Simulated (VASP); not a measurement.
A run of VASP 6.6.1 is set up as follows.

INCAR

```
  PREC = Accurate
  ENCUT = 520
  EDIFF = 1E-6
  ISMEAR = 0
  SIGMA = 0.05
  LREAL = F
  LASPH = T
  NELM = 60
  ALGO = Normal
  ISIF = 2
  LWAVE = F
  LCHARG = F
  GGA = PS
  NBANDS = 36
```

KPOINTS

```
Automatic mesh
0
Gamma
  9 9 2
```

The input POSCAR:

```
MgO
1.0
    2.1351500000     -2.1351500000      0.0000000000
    2.1351500000      0.0000000000     -2.1351500000
    8.6849375673      8.6849375673      8.6849375673
Mg O
6 6
Direct
    0.6666666667      0.6666666667      0.0409741959
    0.0000000000      0.0000000000      0.8604581141
    0.3333333333      0.3333333333      0.2048709795
    0.6666666667      0.6666666667      0.5326645468
    0.0000000000      0.0000000000      0.3687677632
    0.3333333333      0.3333333333      0.6965613304
    0.6666666667      0.6666666667      0.2868193714
    0.0000000000      0.0000000000      0.1229225877
    0.3333333333      0.3333333333      0.4507161550
    0.6666666667      0.6666666667      0.7785097223
    1.0000000000      1.0000000000      0.6146129386
    0.3333333333      0.3333333333      0.9424065059
```

Potentials or basis: VASP PAW PBE potentials, release 64 (Mg, O).

Launch:

```bash
$ cat potpaw_PBE.64/Mg/POTCAR potpaw_PBE.64/O/POTCAR > POTCAR
$ mpirun -np 1 vasp_std > vasp.out
```

**Question.** What does it give for the band gap on the k mesh?

**Answer.** 3.16 eV.

**Question.** Predict the largest force.

**Answer.** 1.838 eV/Å.

**Question.** Estimate the pressure.

**Answer.** -8.0 GPa.

Forces on the atoms (eV/Å):
```
Mg  -1.061 -1.061 -1.061
Mg   0.414  0.414  0.414
Mg   0.130  0.130  0.130
Mg   0.133  0.133  0.133
Mg   0.132  0.132  0.132
Mg   0.132  0.132  0.132
O   -0.132 -0.132 -0.132
O   -0.149 -0.149 -0.149
O   -0.132 -0.132 -0.132
O   -0.131 -0.131 -0.131
O   -0.133 -0.133 -0.133
O    0.798  0.798  0.798
```

Caveat: the cell differs from its parent crystal (the distance across one plane changed); the cell stands under tension; the PAW data sets were made with another functional, which shifts forces and pressure a little. A k mesh can miss the band edges.
